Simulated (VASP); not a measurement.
Here is a VASP 6.6.1 calculation.

Contents of INCAR:

```
PREC = Accurate ; ENCUT = 520
EDIFF = 1E-6 ; ISMEAR = -1
SIGMA = 0.08 ; LREAL = F
LASPH = T ; NELM = 100
ALGO = Normal ; ISIF = 2
LWAVE = F ; LCHARG = F
GGA = PE ; NBANDS = 22
```

KPOINTS

```
regular mesh
0
Gamma
  11 11 11
```

POSCAR

```
BiMo
1.0
    0.0000000000      3.1993105283      3.1993105283
    3.1993105283      0.0000000000      3.1993105283
    3.1993105283      3.1993105283      0.0000000000
Mo Bi
1 1
Direct
    0.0000000000      0.0000000000      0.0000000000
    0.2500000000      0.2500000000      0.2500000000
```

Potentials or basis: VASP PAW PBE potentials, release 64 (Mo_sv, Bi_d).

Run with:

```bash
$ cat potpaw_PBE.64/Mo_sv/POTCAR potpaw_PBE.64/Bi_d/POTCAR > POTCAR
$ mpirun -np 1 vasp_std > vasp.out
```

(1) Predict the pressure.

Answers

(1) -2.3 GPa.
